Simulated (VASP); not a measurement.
# Zr (Fm-3m) in VASP: further runs

The runs below take Zr through single point, relaxation of cell and atoms, with PBEsol.

All numbers are computed with VASP 6.6.1; they aren't measurements. Logs are shortened: lines on timing, memory, paths and dates and some standing lists are left out, and cuts for length are marked.

## Step 1: The cell of the first run

Symmetry: Fm-3m, No. 225, cubic system. The conventional cell has a = 4.463 Å, b = 4.463 Å, c = 4.463 Å, α = 90.00°, β = 90.00°, γ = 90.00°. Zr (site symmetry m-3m) has 12 Zr at 3.16 Å within 4.2 Å.

## Step 2: Single point, PBEsol

Contents of INCAR:

```
SYSTEM = Zr
PREC     = Accurate       ! precision mode
ENCUT    = 520            ! plane-wave cutoff, eV
EDIFF    = 1E-6           ! SCF threshold, eV
ISMEAR   = 0              ! smearing method
SIGMA    = 0.1            ! smearing width, eV
LREAL    = .False.        ! projectors in reciprocal space
LASPH    = .True.         ! aspherical terms in the spheres
NELM     = 100            ! most SCF steps
ALGO     = Normal         ! electronic algorithm
ISIF     = 2              ! what is computed and relaxed
LWAVE    = .False.        ! write WAVECAR
LCHARG   = .False.        ! write CHGCAR
GGA      = PS             ! functional
NBANDS   = 12             ! bands
```

Contents of KPOINTS:

```
Automatic mesh
0
Gamma
  16 16 16
  0 0 0
```

Contents of POSCAR:

```
Zr
1.0
    0.0000000000      2.2316309021      2.2316309021
    2.2316309021      0.0000000000      2.2316309021
    2.2316309021      2.2316309021      0.0000000000
Zr
1
Direct
    0.0000000000      0.0000000000      0.0000000000
```

Potentials or basis: VASP PAW PBE potentials, release 64 (Zr_sv).

Run with:

```bash
$ cat potpaw_PBE.64/Zr_sv/POTCAR > POTCAR
$ mpirun -np 1 vasp_std > vasp.out
```

OUTCAR:

```text
SYSTEM = Zr
   PREC = Accurate
   ENCUT = 520
   EDIFF = 1E-6
   ISMEAR = 0
   LREAL = .False.
   LASPH = .True.
   NELM = 100
   ISIF = 2
   GGA = PS

 ion  position               nearest neighbor table
   1  0.000  0.000  0.000-

  LATTYP: Found a face centered cubic cell.
 ALAT       =     4.4632618042

  Lattice vectors:

 A1 = (   0.0000000000,   2.2316309021,   2.2316309021)
 A2 = (   2.2316309021,   0.0000000000,   2.2316309021)
 A3 = (   2.2316309021,   2.2316309021,   0.0000000000)

Analysis of symmetry for initial positions (statically):
=====================================================================
 Subroutine PRICEL returns:
 Original cell was already a primitive cell.

 Routine SETGRP: Setting up the symmetry group for a
 face centered cubic supercell.

 Subroutine GETGRP returns: Found 48 space group operations
 (whereof 48 operations were pure point group operations)
 out of a pool of 48 trial point group operations.

The static configuration has the point symmetry O_h .

Analysis of symmetry for dynamics (positions and initial velocities):
=====================================================================
 Subroutine PRICEL returns:
 Original cell was already a primitive cell.

 Routine SETGRP: Setting up the symmetry group for a
 face centered cubic supercell.

 Subroutine GETGRP returns: Found 48 space group operations
 (whereof 48 operations were pure point group operations)
 out of a pool of 48 trial point group operations.

The dynamic configuration has the point symmetry O_h .

 Subroutine INISYM returns: Found 48 space group operations
 (whereof 48 operations are pure point group operations),
 and found     1 'primitive' translations

----------------------------------------------------------------------------------------

                                     Primitive cell

  volume of cell :      22.2278

  direct lattice vectors                    reciprocal lattice vectors
     0.000000000  2.231630902  2.231630902    -0.224051387  0.224051387  0.224051387
     2.231630902  0.000000000  2.231630902     0.224051387 -0.224051387  0.224051387
     2.231630902  2.231630902  0.000000000     0.224051387  0.224051387 -0.224051387

  length of vectors
     3.156002688  3.156002688  3.156002688     0.388068387  0.388068387  0.388068387

  position of ions in fractional coordinates (direct lattice)
     0.000000000  0.000000000  0.000000000

  ion indices of the primitive-cell ions
   primitive index   ion index
[... 75 lines left out ...]
   EDIFFG = 0.1E-04   stopping-criterion for IOM
   NSW    =      0    number of steps for IOM
   IBRION =     -1    ionic relax: 0-MD 1-quasi-New 2-CG
   NFREE  =      0    steps in history (QN), initial steepest desc. (CG)
   ISIF   =      2    stress and relaxation
   ISYM   =      2    0-nonsym 1-usesym 2-fastsym
   POTIM  = 0.5000    time-step for ionic-motion
   TEBEG  =    0.0;   TEEND  =   0.0 temperature during run
   PSTRESS=    0.0 pullay stress
   NELECT =      12.0000    total number of electrons
   NUPDOWN=      -1.0000    fix difference up-down
   EMIN   =  10.00;   EMAX   =-10.00  energy-range for DOS
   EFERMI =   0.00;   METHOD = LEGACY
   ISMEAR =     0;   SIGMA  =   0.10  broadening in eV -4-tet -1-fermi 0-gaus
   EFERMI_NEDOS =   21; number of points for ismear=-14 and -15
   IALGO  =     38    algorithm
   IMIX   =      4    mixing-type and parameters
     AMIX     =   0.40;   BMIX     =  1.00
     AMIX_MAG =   1.60;   BMIX_MAG =  1.00
  volume/ion in A,a.u.               =      22.23       150.00
  Fermi-wavevector in a.u.,A,eV,Ry     =   1.333019  2.519040 24.176718  1.776939
  Thomas-Fermi vector in A             =   2.461909
   LORBIT       =      0    0 simple, 1 ext, 2 COOP (PROOUT), +10 PAW based schemes
   GGA     = PS    functional components
   LHFCALC =     F    Hartree Fock is set to
   AEXX    =    0.0000 exact exchange contribution
   IVDW    =     0    specifies the selected vdW correction
   LEPSILON=     F    determine dielectric tensor
   LRPA    =     F    only Hartree local field effects (RPA)
 non-spin polarized calculation
 Gauss-broadening in eV      SIGMA  =   0.10
  energy-cutoff  :      520.00
  volume of cell :       22.23
 maximum number of plane-waves:       612
   NGX = 11   NGY = 11   NGZ = 11

 number of electron      12.0000000 magnetization

 Free energy of the ion-electron system (eV)
  ---------------------------------------------------
  ext. energy  EPLUGINS =         0.00000000
  ---------------------------------------------------
  free energy    TOTEN  =        -9.05173319 eV

  energy without entropy =       -9.04293094  energy(sigma->0) =       -9.04733207

 E-fermi :   9.2922     XC(G=0): -11.4155

 val. band max:        9.2869492665   @ k =  -0.3125   0.3125   0.1250
 cond. band min:       9.2947425224   @ k =  -0.4375   0.3125   0.1250
 fundamental gap:      0.0077932559
 Fermi energy:         9.2922036337

 k-point     1 :       0.0000    0.0000    0.0000
  band No.  band energies     occupation
      1     -39.2366      2.00000
      2     -16.7030      2.00000
      3     -16.7030      2.00000
      4     -16.7030      2.00000
      5       3.6370      2.00000
      6      10.2696      0.00000
      7      10.2696      0.00000
      8      10.2696      0.00000
      9      12.8329      0.00000
     10      12.8329      0.00000
     11      19.8893      0.00000
     12      24.2056      0.00000
[... 331 lines left out ...]
 k-point    24 :      -0.0625    0.0625    0.0000
  band No.  band energies     occupation
      1     -39.2197      2.00000
      2     -16.8134      2.00000
      3     -16.7346      2.00000
      4     -16.7102      2.00000
      5       3.9868      2.00000
      6       9.9439      0.00000
      7      10.4244      0.00000
      8      10.4533      0.00000
      9      12.5247      0.00000
     10      12.8247      0.00000
     11      20.6297      0.00000
     12      23.1575      0.00000

 [... further k-points ...]
[... 5 lines left out ...]
  --------------------------------------------------------------------------------------
  -------------------------------------------------------------------------------------
  Total        0.0073803      0.0073803      0.0073803      0.0000000      0.0000000     -0.0000000
  in kB        0.5319711      0.5319711      0.5319711      0.0000000      0.0000000     -0.0000000
  external PRESSURE =       0.5319711 kB  Pullay stress =       0.0000000 kB

 VOLUME and BASIS-vectors are now :
 -----------------------------------------------------------------------------
  energy-cutoff  :      520.00
  volume of cell :       22.23
      direct lattice vectors                 reciprocal lattice vectors
     0.000000000  2.231630902  2.231630902    -0.224051387  0.224051387  0.224051387
     2.231630902  0.000000000  2.231630902     0.224051387 -0.224051387  0.224051387
     2.231630902  2.231630902  0.000000000     0.224051387  0.224051387 -0.224051387

 POSITION                                       TOTAL-FORCE (eV/Angst)
 -----------------------------------------------------------------------------------
      0.00000      0.00000      0.00000         0.000000      0.000000      0.000000
 -----------------------------------------------------------------------------------
    total drift:                               -0.000000      0.000000     -0.000000

  FREE ENERGIE OF THE ION-ELECTRON SYSTEM (eV)
  ---------------------------------------------------
  free  energy   TOTEN  =        -9.0517331944 eV

  energy  without entropy=       -9.0429309357  energy(sigma->0) =       -9.04733207
```

It took 14 s on 1 thread of AMD EPYC 9R45 (Zen 5), shared host; peak memory 0.13 GiB.

What came out:

```yaml
Free_energy: -9.0517 eV
Pressure: 0.1 GPa
Band_gap_on_the_k_mesh: zero (band 6 reaches 10.27 eV, above the bottom of band 7 at 8.88 eV)
```

Caveat: the PAW data sets were made with another functional, which shifts forces and pressure a little.

## Step 3: Relaxation of cell and atoms, PBEsol

This run uses another cell than the first one, of 21.97 Å³/atom, 0.988 times its volume.

Contents of INCAR:

```
  PREC = Accurate
  ENCUT = 600
  EDIFF = 1E-6
  ISMEAR = 0
  SIGMA = 0.1
  LREAL = False
  LASPH = True
  NELM = 60
  ALGO = Normal
  ISIF = 3
  LWAVE = False
  LCHARG = False
  GGA = PS
  IBRION = 2
  NSW = 80
  EDIFFG = -0.01
```

Contents of KPOINTS:

```
regular mesh
0
Gamma
  16 16 16
```

Contents of POSCAR:

```
Zr
1.0
    0.0000000000      2.2229131116      2.2229131116
    2.2229131116      0.0000000000      2.2229131116
    2.2229131116      2.2229131116      0.0000000000
Zr
1
Direct
    0.0000000000      0.0000000000      0.0000000000
```

Potentials or basis: VASP PAW PBE potentials, release 64 (Zr_sv).

Run with:

```bash
$ cat potpaw_PBE.64/Zr_sv/POTCAR > POTCAR
$ mpirun -np 1 vasp_std > vasp.out
```

OUTCAR:

```text
PREC = Accurate
   ENCUT = 600
   EDIFF = 1E-6
   ISMEAR = 0
   LREAL = False
   LASPH = True
   NELM = 60
   ISIF = 3
   GGA = PS
   IBRION = 2
   NSW = 80
   EDIFFG = -0.01

 ion  position               nearest neighbor table
   1  0.000  0.000  0.000-

  LATTYP: Found a face centered cubic cell.
 ALAT       =     4.4458262232

  Lattice vectors:

 A1 = (   0.0000000000,   2.2229131116,   2.2229131116)
 A2 = (   2.2229131116,   0.0000000000,   2.2229131116)
 A3 = (   2.2229131116,   2.2229131116,   0.0000000000)

Analysis of symmetry for initial positions (statically):
=====================================================================
 Subroutine PRICEL returns:
 Original cell was already a primitive cell.

[... 248 lines left out ...]

 E-fermi :   9.2855     XC(G=0): -11.4130

 val. band max:        9.2800686872   @ k =  -0.3125   0.3125   0.1250
 cond. band min:       9.2879207622   @ k =  -0.4375   0.3125   0.1250
 fundamental gap:      0.0078520750
 Fermi energy:         9.2855367145

 k-point     1 :       0.0000    0.0000    0.0000
  band No.  band energies     occupation
      1     -39.2442      2.00000
      2     -16.7119      2.00000
      3     -16.7119      2.00000
      4     -16.7119      2.00000
      5       3.6313      2.00000
      6      10.2630      0.00000
      7      10.2630      0.00000
      8      10.2630      0.00000
      9      12.8245      0.00000
     10      12.8245      0.00000
[... 287 lines left out ...]
 k-point    24 :      -0.0625    0.0625    0.0000
  band No.  band energies     occupation
      1     -39.2275      2.00000
      2     -16.8221      2.00000
      3     -16.7435      2.00000
      4     -16.7191      2.00000
      5       3.9808      2.00000
      6       9.9375      0.00000
      7      10.4177      0.00000
      8      10.4465      0.00000
      9      12.5165      0.00000
     10      12.8162      0.00000

 [... further k-points ...]
[... 5 lines left out ...]
  --------------------------------------------------------------------------------------
  -------------------------------------------------------------------------------------
  Total       -0.0010146     -0.0010146     -0.0010146     -0.0000000      0.0000000     -0.0000000
  in kB       -0.0730914     -0.0730914     -0.0730914     -0.0000000      0.0000000     -0.0000000
  external PRESSURE =      -0.0730914 kB  Pullay stress =       0.0000000 kB
[... 16 lines left out ...]
  FREE ENERGIE OF THE ION-ELECTRON SYSTEM (eV)
  ---------------------------------------------------
  free  energy   TOTEN  =        -9.0518546399 eV

  energy  without entropy=       -9.0430378750  energy(sigma->0) =       -9.04744626

 reached required accuracy - stopping structural energy minimisation
```

OSZICAR:

```text
N       E                     dE             d eps       ncg     rms          rms(c)
DAV:   1     0.962141669096E+02    0.96214E+02   -0.77004E+03  2908   0.135E+03
DAV:   2    -0.585242218299E+01   -0.10207E+03   -0.99988E+02  3132   0.318E+02
DAV:   3    -0.930449871426E+01   -0.34521E+01   -0.33962E+01  4188   0.519E+01
[... 22 lines left out ...]
DAV:   3    -0.905112994366E+01    0.17250E-02   -0.14165E-02  4098   0.106E+00    0.230E-01
DAV:   4    -0.905153873706E+01   -0.40879E-03   -0.31257E-04  4094   0.176E-01    0.108E-01
DAV:   5    -0.905184975571E+01   -0.31102E-03   -0.60896E-04  4066   0.151E-01    0.219E-02
DAV:   6    -0.905185411151E+01   -0.43558E-05   -0.60109E-06  3014   0.278E-02    0.836E-03
DAV:   7    -0.905185463994E+01   -0.52843E-06   -0.57167E-07  1794   0.114E-02
   3 F= -.90518546E+01 E0= -.90474463E+01  d E =-.101875E-02
```

Wall time 52 s (1 thread of AMD EPYC 9R45 (Zen 5), shared host); peak memory 0.16 GiB.

Results:

- Free energy: -9.0519 eV
- Relaxed volume: 22.24 Å³/atom
- Relaxed cell: a = 3.157 Å, b = 3.157 Å, c = 3.157 Å, α = 60.00°, β = 60.00°, γ = 60.00°
- Space group after relaxing (to 0.05 Å): Fm-3m (No. 225)
- Energy gained by relaxing: 1.0 meV/atom
- Ionic steps: 3
- Pressure after relaxing: 0.0 GPa
- Band gap on the k mesh: zero (band 6 reaches 10.26 eV, above the bottom of band 7 at 8.87 eV)

Step by step:
| step | energy change (eV) | largest force (eV/Å) | pressure (GPa) | volume (Å³) |
| --- | --- | --- | --- | --- |
| 1 | 0.0000 | 0.0000 | 1.21 | 21.97 |
| 2 | -0.0001 | 0.0000 | -1.08 | 22.50 |
| 3 | -0.0010 | 0.0000 | -0.01 | 22.24 |

Final structure:
```
Zr
1.0
     0.00000    2.23204    2.23204
     2.23204    0.00000    2.23204
     2.23204    2.23204    0.00000
Zr
1
Direct
  0.00000 0.00000 0.00000
```

Levels at points of the mesh, in eV from the Fermi level:
| k point | band 4 | band 5 | band 6 | band 7 | band 8 | band 9 |
| --- | --- | --- | --- | --- | --- | --- |
| (0.00, 0.00, 0.00) | -26.00 | -5.65 | 0.98 | 0.98 | 0.98 | 3.54 |
| (0.50, 0.00, 0.00) | -26.14 | -3.08 | 0.78 | 0.78 | 1.28 | 5.46 |
| (0.50, 0.50, 0.00) | -26.39 | -3.18 | -2.36 | 3.25 | 5.46 | 6.02 |

Caveat: the PAW data sets were made with another functional, which shifts forces and pressure a little.

## Step 4: Single point, PBEsol

This run uses another cell than the first one, of 21.97 Å³/atom, 0.988 times its volume.

Contents of INCAR:

```
PREC = Accurate ; ENCUT = 520
EDIFF = 1E-6 ; ISMEAR = 0
SIGMA = 0.1 ; LREAL = False
LASPH = True ; NELM = 60
ALGO = Normal ; ISIF = 2
LWAVE = False ; LCHARG = True
GGA = PS ; LELF = True
LVHAR = True ; NBANDS = 12
```

Contents of KPOINTS:

```
regular mesh
0
Gamma
  8 8 8
```

POSCAR is that of step 3.

Run with:

```bash
$ cat potpaw_PBE.64/Zr_sv/POTCAR > POTCAR
$ mpirun -np 1 vasp_std > vasp.out
```

Run time: 8.5 s. Hardware: 1 thread of Intel Xeon Platinum 8259CL at 2.50GHz (Skylake/Cascade Lake), shared host; peak memory 0.14 GiB.

The run converged. Its results:

```
Free energy            : -9.0544 eV
Pressure               : 1.0 GPa
Band gap on the k mesh : zero (band 6 reaches 10.41 eV, above the bottom of band 7 at 9.03 eV)
```

Levels at points of the mesh, in eV from the Fermi level:
| k point | band 2 | band 3 | band 4 | band 5 | band 6 | band 7 | band 8 | band 9 | band 10 | band 11 |
| --- | --- | --- | --- | --- | --- | --- | --- | --- | --- | --- |
| (0.00, 0.00, 0.00) | -25.91 | -25.91 | -25.91 | -5.64 | 1.02 | 1.02 | 1.02 | 3.62 | 3.62 | 10.66 |
| (0.50, 0.00, 0.00) | -27.08 | -26.06 | -26.06 | -3.07 | 0.81 | 0.81 | 1.36 | 5.58 | 5.58 | 10.31 |
| (0.50, 0.50, 0.00) | -27.00 | -26.32 | -26.32 | -3.20 | -2.36 | 3.36 | 5.58 | 6.14 | 6.14 | 10.24 |

Caveat: the PAW data sets were made with another functional, which shifts forces and pressure a little.

## Step 5: The runs side by side

| task | cell | k mesh | cutoff (eV) | gap on the mesh (eV) | pressure (GPa) |
| --- | --- | --- | --- | --- | --- |
| single point | a = 3.156 Å, angles 60.0°, 1 atom | 16 × 16 × 16 | 520 | none | 0.1 |
| relaxation of cell and atoms | relaxed from a = 3.144 Å, angles 60.0°, 1 atom | 16 × 16 × 16 | 600 | none | 0.0 |
| single point | a = 3.144 Å, angles 60.0°, 1 atom | 8 × 8 × 8 | 520 | none | 1.0 |

Alike in all rows: level PBEsol; potentials or basis VASP PAW PBE potentials, release 64 (Zr_sv); no spin polarisation; smearing gaussian 0.1 eV.

Caveats: the PAW data sets were made with another functional, which shifts forces and pressure a little.

Total energies depend on the potentials used, so only differences within one code and one set of settings carry meaning.
